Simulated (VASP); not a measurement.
# AlN (I-4m2) in VASP: a series of runs

AlN is run at these levels: r2SCAN; tasks: dielectric tensor.

All numbers are computed with VASP 6.6.1; they aren't measurements. Logs are shortened: lines on timing, memory, paths and dates and some standing lists are left out, and cuts for length are marked.

## Step 1: The cell of the first run

It takes space group I-4m2 (No. 119, tetragonal). Conventional cell: a = 3.090 Å, b = 3.090 Å, c = 4.457 Å, α = 90.00°, β = 90.00°, γ = 90.00°. Al (site symmetry -4m2) has 4 N at 1.90 Å within 2.5 Å. N (site symmetry -4m2) has 4 Al at 1.90 Å within 2.5 Å.

## Step 2: Dielectric tensor, r2SCAN (uniaxial z strain +2.0%)

Contents of INCAR:

```
SYSTEM = AlN
ALGO     = Normal         ! electronic algorithm
EDIFF    = 1E-8           ! SCF threshold, eV
ENCUT    = 520            ! plane-wave cutoff, eV
ISIF     = 2              ! what is computed and relaxed
ISMEAR   = 0              ! smearing method
LASPH    = .TRUE.         ! aspherical terms in the spheres
LCALCEPS = .TRUE.       
LCHARG   = .FALSE.        ! write CHGCAR
LMIXTAU  = .TRUE.       
LREAL    = .FALSE.        ! projectors in reciprocal space
LWAVE    = .FALSE.        ! write WAVECAR
METAGGA  = R2SCAN         ! meta-GGA
NELM     = 80             ! most SCF steps
PREC     = Accurate       ! precision mode
SIGMA    = 0.01           ! smearing width, eV
```

Contents of KPOINTS:

```
k-points
0
G
  8 8 8
  0 0 0
```

Contents of POSCAR:

```
AlN
1.0
    0.0000000000      2.1848764125      2.2285739407
    2.1848764125      0.0000000000      2.2285739407
    2.1848764125      2.1848764125      0.0000000000
Al N
1 1
Direct
    0.0000000000      0.0000000000      0.0000000000
    0.2500000000      0.2500000000      0.2500000000
```

Potentials or basis: VASP PAW PBE potentials, release 64 (Al, N).

Started as:

```bash
$ cat potpaw_PBE.64/Al/POTCAR potpaw_PBE.64/N/POTCAR > POTCAR
$ mpirun -np 1 vasp_std > vasp.out
```

OUTCAR:

```text
SYSTEM = AlN
   EDIFF = 1E-8
   ENCUT = 520
   ISIF = 2
   ISMEAR = 0
   LASPH = .TRUE.
   LREAL = .FALSE.
   METAGGA = R2SCAN
   NELM = 80
   PREC = Accurate

 ion  position               nearest neighbor table
   1  0.000  0.000  0.000-   2 1.90   2 1.90   2 1.90   2 1.90
   2  0.250  0.250  0.250-   1 1.90   1 1.90   1 1.90   1 1.90

  LATTYP: Found a body centered tetragonal cell.
 ALAT       =     3.0898818547
 C/A-ratio  =     1.4424978336

  Lattice vectors:

 A1 = (  -2.1848764125,   0.0000000000,   2.2285739407)
 A2 = (   2.1848764125,   0.0000000000,   2.2285739407)
 A3 = (   0.0000000000,   2.1848764125,  -2.2285739407)

Analysis of symmetry for initial positions (statically):
=====================================================================
 Subroutine PRICEL returns:
 Original cell was already a primitive cell.

 Routine SETGRP: Setting up the symmetry group for a
 body centered tetragonal supercell.

 Subroutine GETGRP returns: Found  8 space group operations
 (whereof  8 operations were pure point group operations)
 out of a pool of 16 trial point group operations.

The static configuration has the point symmetry D_2d.

Analysis of symmetry for dynamics (positions and initial velocities):
=====================================================================
 Subroutine PRICEL returns:
 Original cell was already a primitive cell.

 Routine SETGRP: Setting up the symmetry group for a
 body centered tetragonal supercell.

 Subroutine GETGRP returns: Found  8 space group operations
 (whereof  8 operations were pure point group operations)
 out of a pool of 16 trial point group operations.

The dynamic configuration has the point symmetry D_2d.

 Subroutine INISYM returns: Found  8 space group operations
 (whereof  8 operations are pure point group operations),
 and found     1 'primitive' translations

----------------------------------------------------------------------------------------

                                     Primitive cell

  volume of cell :      21.2770

  direct lattice vectors                    reciprocal lattice vectors
     0.000000000  2.184876412  2.228573941    -0.228845896  0.228845896  0.224358721
     2.184876412  0.000000000  2.228573941     0.228845896 -0.228845896  0.224358721
     2.184876412  2.184876412  0.000000000     0.228845896  0.228845896 -0.224358721

  length of vectors
     3.120933634  3.120933634  3.089881855     0.393799091  0.393799091  0.393799091

  position of ions in fractional coordinates (direct lattice)
     0.000000000  0.000000000  0.000000000
     0.250000000  0.250000000  0.250000000

  ion indices of the primitive-cell ions
   primitive index   ion index
                 1           1
                 2           2

----------------------------------------------------------------------------------------

 KPOINTS: k-points

Automatic generation of k-mesh.
 Grid dimensions read from file:
 generate k-points for:    8    8    8

 Generating k-lattice:

  Cartesian coordinates                     Fractional coordinates (reciprocal lattice)
    -0.028605737  0.028605737  0.028044840     0.125000000  0.000000000  0.000000000
     0.028605737 -0.028605737  0.028044840     0.000000000  0.125000000  0.000000000
     0.028605737  0.028605737 -0.028044840     0.000000000  0.000000000  0.125000000

  Length of vectors
     0.049224886  0.049224886  0.049224886

  Shift w.r.t. Gamma in fractional coordinates (k-lattice)
     0.000000000  0.000000000  0.000000000

 Subroutine IBZKPT returns following result:
 ===========================================

 Found     59 irreducible k-points:

 Following reciprocal coordinates:
            Coordinates               Weight
  0.000000  0.000000  0.000000      1.000000
  0.125000  0.000000  0.000000      8.000000
  0.250000  0.000000  0.000000      8.000000
  0.375000  0.000000  0.000000      8.000000
  0.500000  0.000000  0.000000      4.000000
  0.125000  0.125000  0.000000      2.000000
[... 16 lines left out ...]
  0.250000  0.000000  0.125000     16.000000
  0.375000  0.000000  0.125000     16.000000
 [... further k-points ...]
   k-points           NKPTS =     59   k-points in BZ     NKDIM =     59   number of bands    NBANDS=      8
   number of dos      NEDOS =    301   number of ions     NIONS =      2
   total plane-waves  NPLWV =  13824
   dimension x,y,z NGX =    24 NGY =   24 NGZ =   24
   dimension x,y,z NGXF=    48 NGYF=   48 NGZF=   48
   ions per type =               1   1
   NGX,Y,Z   is equivalent  to a cutoff of  12.78, 12.78, 12.91 a.u.
   NGXF,Y,Z  is equivalent  to a cutoff of  25.57, 25.57, 25.83 a.u.
 SYSTEM =  AlN
   PREC   = accura    normal or accurate (medium, high low for compatibility)
   ISTART =      0    job   : 0-new  1-cont  2-samecut
   ICHARG =      2    charge: 1-file 2-atom 10-const
   ISPIN  =      1    spin polarized calculation?
   LNONCOLLINEAR =      F non collinear calculations
   LSORBIT =      F    spin-orbit coupling
   LASPH  =      T    aspherical Exc in radial PAW
   ENCUT  =  520.0 eV  38.22 Ry    6.18 a.u.   5.80  5.80  5.75*2*pi/ulx,y,z
   NELM   =     80;   NELMIN=  2; NELMDL= -5     # of ELM steps
   EDIFF  = 0.1E-07   stopping-criterion for ELM
   LREAL  =      F    real-space projection
   EDIFFG = 0.1E-06   stopping-criterion for IOM
   NSW    =      0    number of steps for IOM
   IBRION =     -1    ionic relax: 0-MD 1-quasi-New 2-CG
   NFREE  =      0    steps in history (QN), initial steepest desc. (CG)
   ISIF   =      2    stress and relaxation
   ISYM   =      2    0-nonsym 1-usesym 2-fastsym
   POTIM  = 0.5000    time-step for ionic-motion
   TEBEG  =    0.0;   TEEND  =   0.0 temperature during run
   PSTRESS=    0.0 pullay stress
   NELECT =       8.0000    total number of electrons
   NUPDOWN=      -1.0000    fix difference up-down
   EMIN   =  10.00;   EMAX   =-10.00  energy-range for DOS
   EFERMI =   0.00;   METHOD = LEGACY
   ISMEAR =     0;   SIGMA  =   0.01  broadening in eV -4-tet -1-fermi 0-gaus
   EFERMI_NEDOS =   21; number of points for ismear=-14 and -15
   IALGO  =     38    algorithm
   IMIX   =      4    mixing-type and parameters
     AMIX     =   0.40;   BMIX     =  1.00
     AMIX_MAG =   1.60;   BMIX_MAG =  1.00
  volume/ion in A,a.u.               =      10.64        71.79
  Fermi-wavevector in a.u.,A,eV,Ry     =   1.181593  2.232887 18.995936  1.396162
  Thomas-Fermi vector in A             =   2.317863
   LORBIT       =      0    0 simple, 1 ext, 2 COOP (PROOUT), +10 PAW based schemes
   METAGGA = R2SCAN    functional components
   LHFCALC =     F    Hartree Fock is set to
   AEXX    =    0.0000 exact exchange contribution
   IVDW    =     0    specifies the selected vdW correction
   LEPSILON=     F    determine dielectric tensor
   LRPA    =     F    only Hartree local field effects (RPA)
   LRPA       =     F
 non-spin polarized calculation
 Gauss-broadening in eV      SIGMA  =   0.01
  energy-cutoff  :      520.00
  volume of cell :       21.28
 maximum number of plane-waves:       588
   NGX = 11   NGY = 11   NGZ = 11

 number of electron       8.0000001 magnetization

 Free energy of the ion-electron system (eV)
  ---------------------------------------------------
  ext. energy  EPLUGINS =         0.00000000
  ---------------------------------------------------
  free energy    TOTEN  =       -19.17108818 eV

  energy without entropy =      -19.17108818  energy(sigma->0) =      -19.17108818

 E-fermi :   5.5811     XC(G=0): -11.3239

 val. band max:        5.5302779280   @ k =   0.0000   0.0000   0.0000
 cond. band min:   10000.0000000000   @ k =   0.0000   0.0000   0.0000
 fundamental gap:   9994.4697220720
 Fermi energy:         5.5811436312

 k-point     1 :       0.0000    0.0000    0.0000
  band No.  band energies     occupation
      1     -10.1207      2.00000
      2       5.4424      2.00000
      3       5.5300      2.00000
      4       5.5303      2.00000
      5   10000.0000      0.00000
      6   10000.0000      0.00000
      7   10000.0000      0.00000
      8   10000.0000      0.00000
[... 243 lines left out ...]
 k-point    24 :       0.3750    0.0000    0.1250
  band No.  band energies     occupation
      1      -8.6290      2.00000
      2       1.0818      2.00000
      3       4.6620      2.00000
      4       4.7654      2.00000
      5   10000.0000      0.00000
      6   10000.0000      0.00000
      7   10000.0000      0.00000
      8   10000.0000      0.00000

 [... further k-points ...]

------------------------ aborting loop because EDIFF is reached ----------------------------------------

            Ionic dipole moment: p[ion]=(     5.46219     5.46219     5.57143 ) |e| Angst

 Total electronic dipole moment: p[elc]=(     0.00029     0.00029     0.00414 ) |e| Angst

 MACROSCOPIC STATIC DIELECTRIC TENSOR (including local field effects)
 ------------------------------------------------------
           4.278473    -0.000000    -0.000000
           0.000000     4.278473    -0.000000
           0.000000     0.000000     4.273036
 ------------------------------------------------------

 PIEZOELECTRIC TENSOR (including local field effects) (e Angst)
          XX          YY          ZZ          XY          YZ          ZX
  --------------------------------------------------------------------------------
  x    -0.00000     0.00000    -0.00000     0.00000    -0.79940     0.00000
  y     0.00000    -0.00000    -0.00000     0.00000    -0.00000    -0.79940
  z     0.00000     0.00000     0.00000    -0.79973     0.00000     0.00000

 PIEZOELECTRIC TENSOR (including local field effects) (C/m^2)
          XX          YY          ZZ          XY          YZ          ZX
  --------------------------------------------------------------------------------
  x    -0.00000     0.00000    -0.00000     0.00000    -0.60196     0.00000
  y     0.00000    -0.00000    -0.00000     0.00000    -0.00000    -0.60196
  z     0.00000     0.00000     0.00000    -0.60220     0.00000     0.00000

 BORN EFFECTIVE CHARGES (including local field effects) (in |e|, cummulative output)
 ---------------------------------------------------------------------------------
 ion    1
    1     2.51865    -0.00000    -0.00000
    2     0.00000     2.51865    -0.00000
    3     0.00000     0.00000     2.53152
 ion    2
    1    -2.51865    -0.00000    -0.00000
    2     0.00000    -2.51865     0.00000
    3     0.00000     0.00000    -2.53152

  FORCE on cell =-STRESS in cart. coord.  units (eV):
  Direction    XX          YY          ZZ          XY          YZ          ZX
  --------------------------------------------------------------------------------------
  -------------------------------------------------------------------------------------
  Total       -0.4506107     -0.4506107     -0.8641627      0.0000000      0.0000000      0.0000000
  in kB      -33.9313634    -33.9313634    -65.0721740      0.0000000      0.0000000      0.0000000
  external PRESSURE =     -44.3116336 kB  Pullay stress =       0.0000000 kB

 VOLUME and BASIS-vectors are now :
 -----------------------------------------------------------------------------
  energy-cutoff  :      520.00
  volume of cell :       21.28
      direct lattice vectors                 reciprocal lattice vectors
     0.000000000  2.184876412  2.228573941    -0.228845896  0.228845896  0.224358721
     2.184876412  0.000000000  2.228573941     0.228845896 -0.228845896  0.224358721
     2.184876412  2.184876412  0.000000000     0.228845896  0.228845896 -0.224358721

 POSITION                                       TOTAL-FORCE (eV/Angst)
 -----------------------------------------------------------------------------------
      0.00000      0.00000      0.00000         0.000000      0.000000      0.000000
      1.09244      1.09244      1.11429        -0.000000     -0.000000      0.000000
 -----------------------------------------------------------------------------------
    total drift:                                0.000001      0.000001     -0.000001

  FREE ENERGIE OF THE ION-ELECTRON SYSTEM (eV)
  ---------------------------------------------------
  free  energy   TOTEN  =       -19.1710881779 eV

  energy  without entropy=      -19.1710881779  energy(sigma->0) =      -19.17108818
```

Run time: 14 min. Hardware: 1 thread of Intel Xeon Platinum 8259CL at 2.50GHz (Skylake/Cascade Lake), shared host; peak memory 0.3 GiB.

Results:

```yaml
Band_gap_on_the_k_mesh: 3.86 eV (least direct gap 4.67 eV)
Electronic_dielectric_tensor_diagonal: 4.28, 4.28, 4.27
Born_charges_mean_of_the_diagonal: Al +2.52; N -2.52 e
```

Levels at points of the mesh, in eV from the valence-band top:
| k point | band 2 | band 3 | band 4 | band 5 | band 6 | band 7 |
| --- | --- | --- | --- | --- | --- | --- |
| (0.00, 0.00, 0.00) | -0.09 | 0.00 | 0.00 | 4.67 | 13.27 | 13.27 |
| (0.50, 0.00, 0.00) | -5.84 | -0.60 | -0.43 | 7.96 | 10.64 | 11.62 |
| (0.50, 0.50, 0.00) | -5.04 | -1.70 | -1.70 | 3.95 | 9.52 | 14.63 |
| (0.50, 0.00, 0.50) | -4.85 | -1.87 | -1.87 | 3.86 | 9.21 | 14.99 |

Electronic dielectric tensor:
```
4.28 0.00 0.00
0.00 4.28 0.00
0.00 0.00 4.27
```

Born effective charge tensors (e):
atom 1, Al
```
2.52 0.00 0.00
0.00 2.52 0.00
0.00 0.00 2.53
```
atom 2, N
```
-2.52  0.00  0.00
 0.00 -2.52  0.00
 0.00  0.00 -2.53
```

Dipole moments of the cell (e·Å, modulo the quantum): ionic 5.462, 5.462, 5.571; electronic 0.000, 0.000, 0.004

Caveat: the cell differs from its parent crystal (uniaxial z strain +2.0%); the PAW data sets were made with another functional, which shifts forces and pressure a little.

(Continued in part 2 of 2.)
